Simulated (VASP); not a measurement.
# MgSi24 in VASP: single point with PBE

Aim: the single point of MgSi24 with PBE.

Everything below comes from runs of VASP 6.6.1. Logs are shortened: lines on timing, memory, paths and dates and some standing lists are left out, and cuts for length are marked.

## (1) The cell of the first run

The cell holds a slab with vacuum, 25 atoms: a = 7.702 Å, b = 7.702 Å, c = 22.532 Å, α = 90.00°, β = 90.00°, γ = 120.00°.

## (2) Single point, PBE

INCAR reads:

```
  PREC = Accurate
  ENCUT = 520
  EDIFF = 1E-7
  ISMEAR = 0
  SIGMA = 0.05
  LREAL = Auto
  LASPH = T
  NELM = 80
  ALGO = Normal
  ISIF = 2
  LWAVE = F
  LCHARG = T
  LDIPOL = T
  IDIPOL = 3
  DIPOL = 0.5 0.5 0.344
  GGA = PE
  LELF = T
  LVHAR = T
  LVACPOTAV = T
  NBANDS = 67
```

KPOINTS reads:

```
Automatic mesh
0
Gamma
  6 6 1
```

POSCAR reads:

```
MgSi24
1.0
    7.7021644092      0.0000000000      0.0000000000
   -3.8510822046      6.6702700425      0.0000000000
    0.0000000000      0.0000000000     22.5320436731
Si Mg
24 1
Direct
    0.3333333333      0.1666666667      0.1775249533
    0.3333333333      0.6666666667      0.1775249533
    0.8333333333      0.1666666667      0.1775249533
    0.8333333333      0.6666666667      0.1775249533
    0.1666666667      0.3333333333      0.2130781043
    0.1666666667      0.8333333333      0.2130781043
    0.6666666667      0.3333333333      0.2130781043
    0.6666666667      0.8333333333      0.2130781043
    0.1666666667      0.3333333333      0.3187611675
    0.1666666667      0.8333333333      0.3187611675
    0.6666666667      0.3333333333      0.3187611675
    0.6666666667      0.8333333333      0.3187611675
    0.3333333333      0.1666666667      0.3526876217
    0.3333333333      0.6666666667      0.3526876217
    0.8333333333      0.1666666667      0.3526876217
    0.8333333333      0.6666666667      0.3526876217
    0.3333333333      0.1666666667      0.4598252884
    0.3333333333      0.6666666667      0.4598252884
    0.8333333333      0.1666666667      0.4598252884
    0.8333333333      0.6666666667      0.4598252884
    0.1666666667      0.3333333333      0.4896157594
    0.1666666667      0.8333333333      0.4896157594
    0.6666666667      0.3333333333      0.4896157594
    0.6666666667      0.8333333333      0.4896157594
    0.5000000000      0.5000000000      0.5596727785
```

Potentials or basis: VASP PAW PBE potentials, release 64 (Si, Mg).

On the command line:

```
> cat potpaw_PBE.64/Si/POTCAR potpaw_PBE.64/Mg/POTCAR > POTCAR
> mpirun -np 1 vasp_std > vasp.out
```

OUTCAR:

```text
PREC = Accurate
   ENCUT = 520
   EDIFF = 1E-7
   ISMEAR = 0
   LREAL = Auto
   LASPH = T
   NELM = 80
   ISIF = 2
   GGA = PE

 ion  position               nearest neighbor table
   1  0.333  0.167  0.178-   5 2.36   7 2.36   6 2.36
   2  0.333  0.667  0.178-   6 2.36   8 2.36   5 2.36
   3  0.833  0.167  0.178-   7 2.36   5 2.36   8 2.36
   4  0.833  0.667  0.178-   8 2.36   6 2.36   7 2.36
   5  0.167  0.333  0.213-   1 2.36   3 2.36   2 2.36   9 2.38
   6  0.167  0.833  0.213-   2 2.36   4 2.36   1 2.36  10 2.38
   7  0.667  0.333  0.213-   3 2.36   1 2.36   4 2.36  11 2.38
   8  0.667  0.833  0.213-   4 2.36   2 2.36   3 2.36  12 2.38
   9  0.167  0.333  0.319-  13 2.35  15 2.35  14 2.35   5 2.38
  10  0.167  0.833  0.319-  14 2.35  16 2.35  13 2.35   6 2.38
  11  0.667  0.333  0.319-  15 2.35  13 2.35  16 2.35   7 2.38
  12  0.667  0.833  0.319-  16 2.35  14 2.35  15 2.35   8 2.38
  13  0.333  0.167  0.353-   9 2.35  11 2.35  10 2.35  17 2.41
  14  0.333  0.667  0.353-  10 2.35  12 2.35   9 2.35  18 2.41
  15  0.833  0.167  0.353-  11 2.35   9 2.35  12 2.35  19 2.41
  16  0.833  0.667  0.353-  12 2.35  10 2.35  11 2.35  20 2.41
  17  0.333  0.167  0.460-  21 2.32  23 2.32  22 2.32  13 2.41  25 3.16
  18  0.333  0.667  0.460-  22 2.32  24 2.32  21 2.32  14 2.41  25 3.16
  19  0.833  0.167  0.460-  23 2.32  21 2.32  24 2.32  15 2.41
  20  0.833  0.667  0.460-  24 2.32  22 2.32  23 2.32  16 2.41  25 3.16
  21  0.167  0.333  0.490-  17 2.32  19 2.32  18 2.32  25 2.73
  22  0.167  0.833  0.490-  18 2.32  20 2.32  17 2.32
  23  0.667  0.333  0.490-  19 2.32  17 2.32  20 2.32  25 2.73
  24  0.667  0.833  0.490-  20 2.32  18 2.32  19 2.32  25 2.73
  25  0.500  0.500  0.560-  21 2.73  24 2.73  23 2.73  20 3.16  17 3.16  18 3.16

  LATTYP: Found a hexagonal cell.
 ALAT       =     7.7021644092
 C/A-ratio  =     2.9254171264

  Lattice vectors:

 A1 = (   7.7021644092,   0.0000000000,   0.0000000000)
 A2 = (  -3.8510822046,   6.6702700425,   0.0000000000)
 A3 = (   0.0000000000,   0.0000000000,  22.5320436731)

Analysis of symmetry for initial positions (statically):
=====================================================================
 Subroutine PRICEL returns:
 Original cell was already a primitive cell.

 Routine SETGRP: Setting up the symmetry group for a
 hexagonal supercell.

 Subroutine GETGRP returns: Found  6 space group operations
 (whereof  2 operations were pure point group operations)
 out of a pool of 24 trial point group operations.

The static configuration has the point symmetry C_1h.
 The point group associated with its full space group is C_3v.

Analysis of symmetry for dynamics (positions and initial velocities):
=====================================================================
 Subroutine PRICEL returns:
 Original cell was already a primitive cell.

 Routine SETGRP: Setting up the symmetry group for a
 hexagonal supercell.

 Subroutine GETGRP returns: Found  6 space group operations
 (whereof  2 operations were pure point group operations)
 out of a pool of 24 trial point group operations.

The dynamic configuration has the point symmetry C_1h.
 The point group associated with its full space group is C_3v.

 Subroutine INISYM returns: Found  6 space group operations
 (whereof  2 operations are pure point group operations),
 and found     1 'primitive' translations

----------------------------------------------------------------------------------------

                                     Primitive cell

  volume of cell :    1157.5954

  direct lattice vectors                    reciprocal lattice vectors
     7.702164409  0.000000000  0.000000000     0.129833635  0.074959484  0.000000000
    -3.851082205  6.670270043  0.000000000     0.000000000  0.149918968  0.000000000
     0.000000000  0.000000000 22.532043673     0.000000000  0.000000000  0.044381238

  length of vectors
     7.702164409  7.702164409 22.532043673     0.149918968  0.149918968  0.044381238

  position of ions in fractional coordinates (direct lattice)
     0.333333333  0.166666667  0.177524953
     0.333333333  0.666666667  0.177524953
     0.833333333  0.166666667  0.177524953
     0.833333333  0.666666667  0.177524953
     0.166666667  0.333333333  0.213078104
     0.166666667  0.833333333  0.213078104
[... 17 lines left out ...]
     0.666666667  0.833333333  0.489615759
     0.500000000  0.500000000  0.559672779

  ion indices of the primitive-cell ions
   primitive index   ion index
                 1           1
                 2           2
                 3           3
                 4           4
                 5           5
                 6           6
[... 17 lines left out ...]
                24          24
                25          25

----------------------------------------------------------------------------------------

 KPOINTS: Automatic mesh

Automatic generation of k-mesh.
 Grid dimensions read from file:
 generate k-points for:    6    6    1

 Generating k-lattice:

  Cartesian coordinates                     Fractional coordinates (reciprocal lattice)
     0.021638939  0.012493247  0.000000000     0.166666667  0.000000000  0.000000000
     0.000000000  0.024986495  0.000000000     0.000000000  0.166666667  0.000000000
     0.000000000  0.000000000  0.044381238     0.000000000  0.000000000  1.000000000

  Length of vectors
     0.024986495  0.024986495  0.044381238

  Shift w.r.t. Gamma in fractional coordinates (k-lattice)
     0.000000000  0.000000000  0.000000000

 Subroutine IBZKPT returns following result:
 ===========================================

 Found      7 irreducible k-points:

 Following reciprocal coordinates:
            Coordinates               Weight
  0.000000  0.000000  0.000000      1.000000
  0.166667  0.000000  0.000000      6.000000
  0.333333  0.000000  0.000000      6.000000
  0.500000 -0.000000  0.000000      3.000000
  0.166667  0.166667  0.000000      6.000000
  0.333333  0.166667  0.000000     12.000000
  0.333333  0.333333  0.000000      2.000000
   k-points           NKPTS =      7   k-points in BZ     NKDIM =      7   number of bands    NBANDS=     67
   number of dos      NEDOS =    301   number of ions     NIONS =     25
   total plane-waves  NPLWV = 604800
   dimension x,y,z NGX =    60 NGY =   60 NGZ =  168
   dimension x,y,z NGXF=   120 NGYF=  120 NGZF=  336
   ions per type =              24   1
   NGX,Y,Z   is equivalent  to a cutoff of  12.95, 12.95, 12.40 a.u.
   NGXF,Y,Z  is equivalent  to a cutoff of  25.90, 25.90, 24.79 a.u.
 SYSTEM =  unknown system
   PREC   = accura    normal or accurate (medium, high low for compatibility)
   ISTART =      0    job   : 0-new  1-cont  2-samecut
   ICHARG =      2    charge: 1-file 2-atom 10-const
   ISPIN  =      1    spin polarized calculation?
   LNONCOLLINEAR =      F non collinear calculations
   LSORBIT =      F    spin-orbit coupling
   LASPH  =      T    aspherical Exc in radial PAW
   ENCUT  =  520.0 eV  38.22 Ry    6.18 a.u.  14.32 14.32 41.89*2*pi/ulx,y,z
   NELM   =     80;   NELMIN=  2; NELMDL= -5     # of ELM steps
   EDIFF  = 0.1E-06   stopping-criterion for ELM
   LREAL  =      T    real-space projection
   EDIFFG = 0.1E-05   stopping-criterion for IOM
   NSW    =      0    number of steps for IOM
   IBRION =     -1    ionic relax: 0-MD 1-quasi-New 2-CG
   NFREE  =      0    steps in history (QN), initial steepest desc. (CG)
   ISIF   =      2    stress and relaxation
   ISYM   =      2    0-nonsym 1-usesym 2-fastsym
   POTIM  = 0.5000    time-step for ionic-motion
   TEBEG  =    0.0;   TEEND  =   0.0 temperature during run
   PSTRESS=    0.0 pullay stress
   NELECT =      98.0000    total number of electrons
   NUPDOWN=      -1.0000    fix difference up-down
   EMIN   =  10.00;   EMAX   =-10.00  energy-range for DOS
   EFERMI =   0.00;   METHOD = LEGACY
   ISMEAR =     0;   SIGMA  =   0.05  broadening in eV -4-tet -1-fermi 0-gaus
   EFERMI_NEDOS =   21; number of points for ismear=-14 and -15
   IALGO  =     38    algorithm
   IMIX   =      4    mixing-type and parameters
     AMIX     =   0.40;   BMIX     =  1.00
     AMIX_MAG =   1.60;   BMIX_MAG =  1.00
  volume/ion in A,a.u.               =      46.30       312.47
  Fermi-wavevector in a.u.,A,eV,Ry     =   0.718838  1.358408  7.030520  0.516729
  Thomas-Fermi vector in A             =   1.807880
   LORBIT       =      0    0 simple, 1 ext, 2 COOP (PROOUT), +10 PAW based schemes
   GGA     = PE    functional components
   LHFCALC =     F    Hartree Fock is set to
   AEXX    =    0.0000 exact exchange contribution
   IVDW    =     0    specifies the selected vdW correction
   LEPSILON=     F    determine dielectric tensor
   LRPA    =     F    only Hartree local field effects (RPA)
 non-spin polarized calculation
 Gauss-broadening in eV      SIGMA  =   0.05
  energy-cutoff  :      520.00
  volume of cell :     1157.60
 maximum number of plane-waves:     31217
 NGX is ok and might be reduce to    60
   NGX = 29   NGY = 29   NGZ = 83

 dipolmoment           0.000000      0.000000      0.652724 electrons x Angstroem

 number of electron      98.0000006 magnetization

 dipolmoment           0.000000      0.000000     -0.254842 electrons x Angstroem

 Free energy of the ion-electron system (eV)
  ---------------------------------------------------
  ext. energy  EPLUGINS =         0.00000000
  ---------------------------------------------------
  free energy    TOTEN  =      -122.36435981 eV

  energy without entropy =     -122.32587129  energy(sigma->0) =     -122.34511555

 E-fermi :   0.0372     XC(G=0):  -4.7924

 val. band max:        0.0333151876   @ k =   0.1667   0.1667   0.0000
 cond. band min:       0.0492975892   @ k =   0.5000  -0.0000   0.0000
 fundamental gap:      0.0159824016
 Fermi energy:         0.0371726781

 k-point     1 :       0.0000    0.0000    0.0000
  band No.  band energies     occupation
      1     -11.6715      2.00000
      2     -10.9383      2.00000
      3      -9.9777      2.00000
      4      -9.5168      2.00000
      5      -9.5168      2.00000
      6      -9.5154      2.00000
[... 437 lines left out ...]
     60       2.9594      0.00000
     61       3.0140      0.00000
 [bands above 61 left out]

------------------------ aborting loop because EDIFF is reached ----------------------------------------

  FORCE on cell =-STRESS in cart. coord.  units (eV):
  Direction    XX          YY          ZZ          XY          YZ          ZX
  --------------------------------------------------------------------------------------
  -------------------------------------------------------------------------------------
  Total        0.7816055      0.7816055      2.3464771      0.0000000      0.0000000      0.0000000
  in kB        1.0817861      1.0817861      3.2476567      0.0000000      0.0000000      0.0000000
  external PRESSURE =       1.8037430 kB  Pullay stress =       0.0000000 kB

 VOLUME and BASIS-vectors are now :
 -----------------------------------------------------------------------------
  energy-cutoff  :      520.00
  volume of cell :     1157.60
      direct lattice vectors                 reciprocal lattice vectors
     7.702164409  0.000000000  0.000000000     0.129833635  0.074959484  0.000000000
    -3.851082205  6.670270043  0.000000000     0.000000000  0.149918968  0.000000000
     0.000000000  0.000000000 22.532043673     0.000000000  0.000000000  0.044381238

 POSITION                                       TOTAL-FORCE (eV/Angst)
 -----------------------------------------------------------------------------------
      1.92554      1.11171      4.00000         0.000000      0.014289      0.594121
     -0.00000      4.44685      4.00000         0.012375     -0.007144      0.594121
      5.77662      1.11171      4.00000         0.000000      0.000000      0.545092
      3.85108      4.44685      4.00000        -0.012375     -0.007144      0.594121
      0.00000      2.22342      4.80109        -0.030875     -0.017826     -0.776836
     -1.92554      5.55856      4.80109         0.000000      0.000000     -0.765456
[... 17 lines left out ...]
      1.92554      5.55856     11.03204         0.000000     -0.117892      0.746028
      1.92554      3.33514     12.61057         0.000000      0.000000     -0.014924
 -----------------------------------------------------------------------------------
    total drift:                               -0.000000      0.000000      0.004541

  FREE ENERGIE OF THE ION-ELECTRON SYSTEM (eV)
  ---------------------------------------------------
  free  energy   TOTEN  =      -122.3643598065 eV

  energy  without entropy=     -122.3258712885  energy(sigma->0) =     -122.34511555

 vacuum level on the upper side and lower side of the slab         3.849         4.747
```

It took 49 min on 1 thread of Oxide Virtual Turin-like, shared host; peak memory 1.3 GiB.

What came out:

```
Free energy            : -122.3644 eV
Largest force          : 0.778 eV/Å
Band gap on the k mesh : zero (bands 49 and 50 overlap by 0.03 eV)
```

Forces in eV/Å, atoms in the order of the input:
```
Si   0.000  0.014  0.594
Si   0.012 -0.007  0.594
Si   0.000  0.000  0.545
Si  -0.012 -0.007  0.594
Si  -0.031 -0.018 -0.777
Si   0.000  0.000 -0.765
Si   0.031 -0.018 -0.777
Si   0.000  0.036 -0.777
Si   0.022  0.013  0.150
Si   0.000  0.000  0.074
Si  -0.022  0.013  0.150
Si   0.000 -0.025  0.150
Si   0.000 -0.078 -0.033
Si  -0.068  0.039 -0.033
Si   0.000  0.000  0.120
Si   0.068  0.039 -0.033
Si   0.000 -0.105 -0.687
Si  -0.091  0.053 -0.687
Si   0.000  0.000 -0.107
Si   0.091  0.053 -0.687
Si   0.102  0.059  0.746
Si   0.000  0.000  0.168
Si  -0.102  0.059  0.746
Si   0.000 -0.118  0.746
Mg   0.000  0.000 -0.015
```
